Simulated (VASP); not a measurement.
# Ba in VASP: settings compared

The runs below take Ba through single point, with PBEsol, PBE.

All numbers are computed with VASP 6.6.1; they aren't measurements. Logs are shortened: lines on timing, memory, paths and dates and some standing lists are left out, and cuts for length are marked.

## Step 1: The cell of the first run

The cell holds a slab with vacuum, 2 atoms: a = 3.910 Å, b = 4.141 Å, c = 20.700 Å, α = 90.00°, β = 90.00°, γ = 118.17°.

## Step 2: Single point, PBEsol

INCAR

```
PREC = Accurate ; ENCUT = 520
EDIFF = 1E-6 ; ISMEAR = -1
SIGMA = 0.05 ; LREAL = F
LASPH = T ; NELM = 80
ALGO = Normal ; ISIF = 2
LWAVE = F ; LCHARG = F
LDIPOL = T ; IDIPOL = 3
DIPOL = 0.5 0.5 0.500 ; GGA = PS
NBANDS = 17
```

KPOINTS

```
regular mesh
0
Gamma
  8 8 1
```

POSCAR

```
Ba
1.0
    3.9100000000      0.0000000000      0.0000000000
   -1.9550000000      3.6500000000      0.0000000000
    0.0000000000      0.0000000000     20.7000000000
Ba
2
Direct
    0.0000000000      0.0000000000      0.3623188406
    0.0000000000      0.0000000000      0.6376811594
```

Potentials or basis: VASP PAW PBE potentials, release 64 (Ba_sv).

Started as:

```console
> cat potpaw_PBE.64/Ba_sv/POTCAR > POTCAR
> mpirun -np 1 vasp_std > vasp.out
```

OUTCAR:

```text
PREC = Accurate
   ENCUT = 520
   EDIFF = 1E-6
   ISMEAR = -1
   LREAL = F
   LASPH = T
   NELM = 80
   ISIF = 2
   GGA = PS

 ion  position               nearest neighbor table
   1  0.000  0.000  0.362-
   2  0.000  0.000  0.638-

  LATTYP: Found a base centered orthorhombic cell.
 ALAT       =     3.9100000000
 B/A-ratio  =     1.8670076726
 C/A-ratio  =     5.2941176471

  Lattice vectors:

 A1 = (   1.9550000000,  -3.6500000000,   0.0000000000)
 A2 = (   1.9550000000,   3.6500000000,   0.0000000000)
 A3 = (   0.0000000000,   0.0000000000,  20.7000000000)

Analysis of symmetry for initial positions (statically):
=====================================================================
 Subroutine PRICEL returns:
 Original cell was already a primitive cell.

 Routine SETGRP: Setting up the symmetry group for a
 base centered orthorhombic supercell.

 Subroutine GETGRP returns: Found  8 space group operations
 (whereof  8 operations were pure point group operations)
 out of a pool of  8 trial point group operations.

The static configuration has the point symmetry D_2h.

Analysis of symmetry for dynamics (positions and initial velocities):
=====================================================================
 Subroutine PRICEL returns:
 Original cell was already a primitive cell.

 Routine SETGRP: Setting up the symmetry group for a
 base centered orthorhombic supercell.

 Subroutine GETGRP returns: Found  8 space group operations
 (whereof  8 operations were pure point group operations)
 out of a pool of  8 trial point group operations.

The dynamic configuration has the point symmetry D_2h.

 Subroutine INISYM returns: Found  8 space group operations
 (whereof  8 operations are pure point group operations),
 and found     1 'primitive' translations

----------------------------------------------------------------------------------------

                                     Primitive cell

  volume of cell :     295.4201

  direct lattice vectors                    reciprocal lattice vectors
     3.910000000  0.000000000  0.000000000     0.255754476  0.136986301  0.000000000
    -1.955000000  3.650000000  0.000000000     0.000000000  0.273972603  0.000000000
     0.000000000  0.000000000 20.700000000     0.000000000  0.000000000  0.048309179

  length of vectors
     3.910000000  4.140594764 20.700000000     0.290130313  0.273972603  0.048309179

  position of ions in fractional coordinates (direct lattice)
     0.000000000  0.000000000  0.362318841
     0.000000000  0.000000000  0.637681159

  ion indices of the primitive-cell ions
   primitive index   ion index
                 1           1
                 2           2

----------------------------------------------------------------------------------------

 KPOINTS: regular mesh

Automatic generation of k-mesh.
 Grid dimensions read from file:
 generate k-points for:    8    8    1

 Generating k-lattice:

  Cartesian coordinates                     Fractional coordinates (reciprocal lattice)
     0.031969309  0.017123288  0.000000000     0.125000000  0.000000000  0.000000000
     0.000000000  0.034246575  0.000000000     0.000000000  0.125000000  0.000000000
     0.000000000  0.000000000  0.048309179     0.000000000  0.000000000  1.000000000

  Length of vectors
     0.036266289  0.034246575  0.048309179

  Shift w.r.t. Gamma in fractional coordinates (k-lattice)
     0.000000000  0.000000000  0.000000000

 Subroutine IBZKPT returns following result:
 ===========================================

 Found     21 irreducible k-points:

 Following reciprocal coordinates:
            Coordinates               Weight
  0.000000  0.000000  0.000000      1.000000
  0.125000  0.000000  0.000000      4.000000
  0.250000  0.000000  0.000000      4.000000
  0.375000  0.000000  0.000000      4.000000
  0.500000  0.000000  0.000000      2.000000
  0.000000  0.125000  0.000000      2.000000
[... 13 lines left out ...]
  0.250000  0.375000  0.000000      2.000000
  0.000000  0.500000  0.000000      1.000000
   k-points           NKPTS =     21   k-points in BZ     NKDIM =     21   number of bands    NBANDS=     17
   number of dos      NEDOS =    301   number of ions     NIONS =      2
   total plane-waves  NPLWV = 153600
   dimension x,y,z NGX =    30 NGY =   32 NGZ =  160
   dimension x,y,z NGXF=    60 NGYF=   64 NGZF=  320
   ions per type =               2
   NGX,Y,Z   is equivalent  to a cutoff of  12.76, 12.85, 12.85 a.u.
   NGXF,Y,Z  is equivalent  to a cutoff of  25.51, 25.70, 25.70 a.u.
 SYSTEM =  unknown system
   PREC   = accura    normal or accurate (medium, high low for compatibility)
   ISTART =      0    job   : 0-new  1-cont  2-samecut
   ICHARG =      2    charge: 1-file 2-atom 10-const
   ISPIN  =      1    spin polarized calculation?
   LNONCOLLINEAR =      F non collinear calculations
   LSORBIT =      F    spin-orbit coupling
   LASPH  =      T    aspherical Exc in radial PAW
   ENCUT  =  520.0 eV  38.22 Ry    6.18 a.u.   7.27  7.70 38.49*2*pi/ulx,y,z
   NELM   =     80;   NELMIN=  2; NELMDL= -5     # of ELM steps
   EDIFF  = 0.1E-05   stopping-criterion for ELM
   LREAL  =      F    real-space projection
   EDIFFG = 0.1E-04   stopping-criterion for IOM
   NSW    =      0    number of steps for IOM
   IBRION =     -1    ionic relax: 0-MD 1-quasi-New 2-CG
   NFREE  =      0    steps in history (QN), initial steepest desc. (CG)
   ISIF   =      2    stress and relaxation
   ISYM   =      2    0-nonsym 1-usesym 2-fastsym
   POTIM  = 0.5000    time-step for ionic-motion
   TEBEG  =    0.0;   TEEND  =   0.0 temperature during run
   PSTRESS=    0.0 pullay stress
   NELECT =      20.0000    total number of electrons
   NUPDOWN=      -1.0000    fix difference up-down
   EMIN   =  10.00;   EMAX   =-10.00  energy-range for DOS
   EFERMI =   0.00;   METHOD = LEGACY
   ISMEAR =    -1;   SIGMA  =   0.05  broadening in eV -4-tet -1-fermi 0-gaus
   EFERMI_NEDOS =   21; number of points for ismear=-14 and -15
   IALGO  =     38    algorithm
   IMIX   =      4    mixing-type and parameters
     AMIX     =   0.40;   BMIX     =  1.00
     AMIX_MAG =   1.60;   BMIX_MAG =  1.00
  volume/ion in A,a.u.               =     147.71       996.80
  Fermi-wavevector in a.u.,A,eV,Ry     =   0.667224  1.260870  6.057144  0.445188
  Thomas-Fermi vector in A             =   1.741765
   LORBIT       =      0    0 simple, 1 ext, 2 COOP (PROOUT), +10 PAW based schemes
   GGA     = PS    functional components
   LHFCALC =     F    Hartree Fock is set to
   AEXX    =    0.0000 exact exchange contribution
   IVDW    =     0    specifies the selected vdW correction
   LEPSILON=     F    determine dielectric tensor
   LRPA    =     F    only Hartree local field effects (RPA)
 non-spin polarized calculation
  energy-cutoff  :      520.00
  volume of cell :      295.42
 maximum number of plane-waves:      7991
 NGX is ok and might be reduce to    30
   NGX = 15   NGY = 15   NGZ = 77

 number of electron      20.0000000 magnetization

 dipolmoment           0.000000      0.000000      0.000000 electrons x Angstroem

 Free energy of the ion-electron system (eV)
  ---------------------------------------------------
  ext. energy  EPLUGINS =         0.00000000
  ---------------------------------------------------
  free energy    TOTEN  =        -2.85467225 eV

  energy without entropy =       -2.80436333  energy(sigma->0) =       -2.82951779

 E-fermi :  -0.6760     XC(G=0):  -3.9840

 val. band max:       -0.6771873147   @ k =   0.5000   0.1250   0.0000
 cond. band min:      -0.6653615717   @ k =   0.0000   0.2500   0.0000
 fundamental gap:      0.0118257430
 Fermi energy:        -0.6759525653

 k-point     1 :       0.0000    0.0000    0.0000
  band No.  band energies     occupation
      1     -29.8033      2.00000
      2     -29.8031      2.00000
      3     -15.1069      2.00000
      4     -15.0966      2.00000
      5     -14.5521      2.00000
      6     -14.5518      2.00000
[... 9 lines left out ...]
     16       1.7083      0.00000
     17       1.7752      0.00000

 k-point     2 :       0.1250    0.0000    0.0000
  band No.  band energies     occupation
      1     -29.7888      2.00000
      2     -29.7886      2.00000
      3     -15.0857      2.00000
      4     -15.0758      2.00000
      5     -14.6287      2.00000
      6     -14.6282      2.00000
[... 9 lines left out ...]
     16       1.5377      0.00000
     17       1.5537      0.00000

 k-point     3 :       0.2500    0.0000    0.0000
  band No.  band energies     occupation
      1     -29.7534      2.00000
      2     -29.7532      2.00000
      3     -15.0339      2.00000
      4     -15.0251      2.00000
      5     -14.9494      2.00000
      6     -14.9485      2.00000
[... 9 lines left out ...]
     16       1.2013      0.00000
     17       2.0708      0.00000

 k-point     4 :       0.3750    0.0000    0.0000
  band No.  band energies     occupation
      1     -29.7175      2.00000
      2     -29.7174      2.00000
      3     -15.2561      2.00000
      4     -15.2550      2.00000
      5     -14.9811      2.00000
      6     -14.9732      2.00000
[... 9 lines left out ...]
     16       1.7518      0.00000
     17       2.2852      0.00000

 k-point     5 :       0.5000    0.0000    0.0000
  band No.  band energies     occupation
      1     -29.7025      2.00000
      2     -29.7024      2.00000
      3     -15.3772      2.00000
      4     -15.3761      2.00000
      5     -14.9589      2.00000
      6     -14.9515      2.00000
[... 9 lines left out ...]
     16       1.9435      0.00000
     17       2.2293      0.00000

 k-point     6 :       0.0000    0.1250    0.0000
  band No.  band energies     occupation
      1     -29.7934      2.00000
      2     -29.7932      2.00000
      3     -15.0912      2.00000
      4     -15.0812      2.00000
      5     -14.6669      2.00000
      6     -14.6663      2.00000
[... 9 lines left out ...]
     16       1.5243      0.00000
     17       1.8013      0.00000

 k-point     7 :       0.1250    0.1250    0.0000
  band No.  band energies     occupation
      1     -29.7718      2.00000
      2     -29.7716      2.00000
      3     -15.0586      2.00000
      4     -15.0494      2.00000
      5     -14.8202      2.00000
      6     -14.8194      2.00000
[... 9 lines left out ...]
     16       1.2228      0.00000
     17       1.9843      0.00000

 k-point     8 :       0.2500    0.1250    0.0000
  band No.  band energies     occupation
      1     -29.7362      2.00000
      2     -29.7360      2.00000
      3     -15.0631      2.00000
      4     -15.0622      2.00000
      5     -15.0063      2.00000
      6     -14.9980      2.00000
[... 9 lines left out ...]
     16       1.3357      0.00000
     17       1.8696      0.00000
[... 143 lines left out ...]
      1     -29.7001      2.00000
      2     -29.6999      2.00000
      3     -15.2367      2.00000
      4     -15.2356      2.00000
      5     -14.9531      2.00000
      6     -14.9501      2.00000
[... 9 lines left out ...]
     16       1.0644      0.00000
     17       1.1438      0.00000

 k-point    17 :       0.5000    0.2500    0.0000
  band No.  band energies     occupation
      1     -29.7025      2.00000
      2     -29.7024      2.00000
      3     -15.2978      2.00000
      4     -15.2968      2.00000
      5     -14.9590      2.00000
      6     -14.9516      2.00000
[... 9 lines left out ...]
     16       1.1959      0.00000
     17       1.4537      0.00000

 k-point    18 :       0.0000    0.3750    0.0000
  band No.  band energies     occupation
      1     -29.7450      2.00000
      2     -29.7448      2.00000
      3     -15.1758      2.00000
      4     -15.1746      2.00000
      5     -15.0138      2.00000
      6     -15.0056      2.00000
[... 9 lines left out ...]
     16       1.4677      0.00000
     17       2.1081      0.00000

 k-point    19 :       0.1250    0.3750    0.0000
  band No.  band energies     occupation
      1     -29.7302      2.00000
      2     -29.7300      2.00000
      3     -15.2136      2.00000
      4     -15.2124      2.00000
      5     -14.9920      2.00000
      6     -14.9843      2.00000
[... 9 lines left out ...]
     16       1.4776      0.00000
     17       1.6103      0.00000

 k-point    20 :       0.2500    0.3750    0.0000
  band No.  band energies     occupation
      1     -29.7116      2.00000
      2     -29.7114      2.00000
      3     -15.1301      2.00000
      4     -15.1291      2.00000
      5     -14.9756      2.00000
      6     -14.9748      2.00000
[... 9 lines left out ...]
     16       0.9219      0.00000
     17       1.0665      0.00000

 k-point    21 :       0.0000    0.5000    0.0000
  band No.  band energies     occupation
      1     -29.7348      2.00000
      2     -29.7347      2.00000
      3     -15.2733      2.00000
      4     -15.2721      2.00000
      5     -14.9975      2.00000
      6     -14.9897      2.00000
[... 9 lines left out ...]
     16       1.5540      0.00000
     17       2.2850      0.00000

------------------------ aborting loop because EDIFF is reached ----------------------------------------

 vacuum level on the upper side and lower side of the slab       (xc-potential included)        -0.431        -0.431

  FORCE on cell =-STRESS in cart. coord.  units (eV):
  Direction    XX          YY          ZZ          XY          YZ          ZX
  --------------------------------------------------------------------------------------
  -------------------------------------------------------------------------------------
  Total        2.1665850      0.4733749     -1.1650665      0.0000000      0.0000000      0.0000000
  in kB       11.7502297      2.5672953     -6.3186067      0.0000000      0.0000000      0.0000000
  external PRESSURE =       2.6663061 kB  Pullay stress =       0.0000000 kB

 VOLUME and BASIS-vectors are now :
 -----------------------------------------------------------------------------
  energy-cutoff  :      520.00
  volume of cell :      295.42
      direct lattice vectors                 reciprocal lattice vectors
     3.910000000  0.000000000  0.000000000     0.255754476  0.136986301  0.000000000
    -1.955000000  3.650000000  0.000000000     0.000000000  0.273972603  0.000000000
     0.000000000  0.000000000 20.700000000     0.000000000  0.000000000  0.048309179

 POSITION                                       TOTAL-FORCE (eV/Angst)
 -----------------------------------------------------------------------------------
      0.00000      0.00000      7.50000        -0.000000      0.000000      0.204381
      0.00000      0.00000     13.20000         0.000000      0.000000     -0.204381
 -----------------------------------------------------------------------------------
    total drift:                               -0.000000     -0.000000      0.000000

  FREE ENERGIE OF THE ION-ELECTRON SYSTEM (eV)
  ---------------------------------------------------
  free  energy   TOTEN  =        -2.8546722542 eV

  energy  without entropy=       -2.8043633316  energy(sigma->0) =       -2.82951779

 vacuum level on the upper side and lower side of the slab         1.571         1.571
```

Run time: 2.3 min. Hardware: 1 thread of Intel Xeon 6975P-C, shared host; peak memory 0.43 GiB.

Results:

| Quantity | Value |
| --- | --- |
| Free energy | -2.8547 eV |
| Largest force | 0.204 eV/Å |
| Band gap on the k mesh | zero (band 10 reaches -0.03 eV, above the bottom of band 11 at -0.84 eV) |

Forces on the atoms (eV/Å):
```
Ba   0.000  0.000  0.204
Ba   0.000  0.000 -0.204
```

Caveat: the PAW data sets were made with another functional, which shifts forces and pressure a little; spin-orbit coupling is left out, which moves the levels of the heavy elements.

(Part 1 of 2 ends here.)
